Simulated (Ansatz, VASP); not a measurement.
**RbCl: VASP beside Ansatz**

```xyz
2
Lattice="0.0000 3.2922 3.2922 3.2922 0.0000 3.2922 3.2922 3.2922 0.0000" Properties=species:S:1:pos:R:3 pbc="T T T"
Rb    0.0000    0.0000    0.0000
Cl    3.2922    3.2922    3.2922
```

Change from the starting cell: volume scaled by 0.95.

Alike in both runs: task single point; functional PBE; k mesh 10 × 10 × 10; occupations fermi-dirac, width 0.05 eV; no spin polarisation.

|  | VASP | Ansatz |
| --- | --- | --- |
| version | VASP 6.6.1 | Ansatz 0.2.0 |
| potentials or method | VASP PAW PBE potentials, release 64 (Rb_sv, Cl), cutoff 500 eV | all-electron LAPW, scalar-relativistic |

|  | VASP | Ansatz | Ansatz less VASP |
| --- | --- | --- | --- |
| gap on the k mesh at the Fermi level (eV) | 4.99 | 5.00 | +0.003 |
| pressure (GPa) | 0.8 | 0.8 | 0.00 |

Ansatz ran all-electron here, and VASP with PAW potentials.
